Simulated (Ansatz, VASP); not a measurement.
Zr: VASP beside Ansatz

```
Zr
1.0
    -1.77932    1.77932    1.77932
     1.77932   -1.77932    1.77932
     1.77932    1.77932   -1.77932
Zr
1
Direct
  0.00000 0.00000 0.00000
```

Change from the starting cell: volume scaled by 0.95, PAW files.

Alike in both runs: task electric field gradients; functional PBE; k mesh 14 × 14 × 14; occupations fermi-dirac, width 0.08 eV; no spin polarisation.

|  | VASP | Ansatz |
| --- | --- | --- |
| version | VASP 6.6.1 | Ansatz 0.2.0 |
| potentials or method | VASP PAW PBE potentials, release 64 (Zr_sv) | PAW with Ansatz's default frozen-core files, scalar-relativistic |
| plane-wave cutoff (eV) | 400 | 420 |
| valence electrons in the cell | 12 | 12 |

```csv
,VASP,Ansatz,Ansatz less VASP
pressure (GPa),1.1,1.3,+0.15
```
